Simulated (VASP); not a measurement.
Write the native input for VASP 6.6.1 that does the following.

| Item | Value |
| --- | --- |
| Task | single point |
| Functional | PBE |
| Potentials or basis | VASP PAW PBE potentials, release 64 (Mg, O) |
| Cutoff | 520 eV |
| k mesh | 8 × 8 × 6 |
| Occupations | gaussian, width 0.05 eV |
| Spin | no spin polarisation |
| Dipole correction | no |
| Further INCAR settings | ALGO = Normal; EDIFF = 1e-07; NBANDS = 16 |

The structure of MgO lies in POSCAR:

```
MgO
1.0
    0.0000000000     -2.1351500000     -2.1351500000
    0.0000000000      2.1351500000     -2.1351500000
    4.2703000000      0.0000000000      0.0000000000
Mg O
2 2
Direct
    0.5000000000      0.5000000000      0.5016845110
    0.0000000000      0.0000000000     -0.0016845110
    0.5000000000      0.5000000000      0.0140505351
    0.0000000000      0.0000000000      0.4859494649
```

This cell differs from its parent crystal: mode 12 (519.3 1/cm) frozen in, largest displacement -0.060 Å.

The input as run:

INCAR

```
PREC     = Accurate       # precision mode
ENCUT    = 520            # plane-wave cutoff, eV
EDIFF    = 1E-7           # SCF threshold, eV
ISMEAR   = 0              # smearing method
SIGMA    = 0.05           # smearing width, eV
LREAL    = F              # projectors in reciprocal space
LASPH    = T              # aspherical terms in the spheres
NELM     = 60             # most SCF steps
ALGO     = Normal         # electronic algorithm
ISIF     = 2              # what is computed and relaxed
LWAVE    = F              # write WAVECAR
LCHARG   = F              # write CHGCAR
GGA      = PE             # functional
NBANDS   = 16             # bands
```

KPOINTS

```
regular mesh
0
Gamma
  8 8 6
```

Potentials or basis: VASP PAW PBE potentials, release 64 (Mg, O).

The run is started by

```bash
$ cat potpaw_PBE.64/Mg/POTCAR potpaw_PBE.64/O/POTCAR > POTCAR
$ mpirun -np 1 vasp_std > vasp.out
```

It gave:

```yaml
Pressure: -2.1 GPa
Largest_force: 0.970 eV/Å
Band_gap_on_the_k_mesh: 4.27 eV
```

Caveat: the cell differs from its parent crystal (mode 12 (519.3 1/cm) frozen in, largest displacement -0.060 Å).

Run time: 34 s on 1 thread of AMD EPYC 7R43 64-Core Processor (Zen 3), on a shared host, peak memory 0.13 GiB.
